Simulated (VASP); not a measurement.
MgO, 2 atoms in the cell. Symmetry: Fm-3m, No. 225, cubic system. Conventional cell: a = 4.200 Å, b = 4.200 Å, c = 4.200 Å, α = 90.00°, β = 90.00°, γ = 90.00°. Mg (site symmetry m-3m) has 6 O at 2.10 Å within 2.8 Å. O (site symmetry m-3m) has 6 Mg at 2.10 Å within 2.8 Å. 

```yaml
Program: VASP 6.6.1
Task: single point
Functional: r2SCAN
Potentials_or_basis: VASP PAW PBE potentials, release 64 (Mg, O)
Cutoff: 660 eV
k_mesh: 9 × 9 × 9
Occupations: gaussian, width 0.3 eV
Spin: no spin polarisation
Dipole_correction: no
Further_INCAR_settings: ALGO = Normal; EDIFF = 1e-06; NBANDS = 11
```

Potentials or basis: VASP PAW PBE potentials, release 64 (Mg, O).

Launch:

```bash
$ cat potpaw_PBE.64/Mg/POTCAR potpaw_PBE.64/O/POTCAR > POTCAR
$ cp INCAR.step1 INCAR
$ mpirun -np 1 vasp_std > vasp.out
$ cp INCAR.step2 INCAR
$ mpirun -np 1 vasp_std > vasp.out
```

Hardware: 1 thread of Intel Xeon 8259CL, on a shared host.

Task: How long does it take, and how much memory?

Result: Wall time 110 s on 1 thread of Intel Xeon 8259CL, with other jobs on the host, peak memory 0.17 GiB. Counts: k points 35.
